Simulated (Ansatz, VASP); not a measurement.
# One calculation of TiAl3, two programs

```
CELL_PARAMETERS angstrom
4.08336 0.00000 0.00000
0.00000 4.02403 0.00000
0.00000 0.00000 4.08336
ATOMIC_POSITIONS crystal
Ti 0.00000 0.00000 0.00000
Al 0.50000 0.44637 0.00000
Al 0.50000 0.00000 0.50000
Al 0.00000 0.55363 0.50000
```

Alike in both runs: task single point; functional PBEsol; k mesh 10 × 10 × 10; occupations gaussian, width 0.1 eV; no spin polarisation.

|  | VASP | Ansatz |
| --- | --- | --- |
| version | VASP 6.6.1 | Ansatz 0.2.0 |
| potentials or method | VASP PAW PBE potentials, release 64 (Ti_sv, Al), cutoff 520 eV | scalar-relativistic, plane waves, PAW |
| valence electrons in the cell | 21 | 21 |

```tsv
	VASP	Ansatz	Ansatz less VASP
gap on the k mesh at the Fermi level (eV)	none	none	-
pressure (GPa)	-6.2	-6.2	+0.01
traceless stress, the component that is largest in VASP (GPa)	1.17	1.16	-0.005
rms of the force components (eV/Å)	0.543	0.540	-0.0027
```

VASP's potentials were made for PBE, not for PBEsol. Atom by atom the forces differ by 0.003 eV/Å (rms over components). A gap of «none» marks a metal or a gap that the smearing closes. With one functional, cell and mesh, what is left measures potentials, basis and numerics.
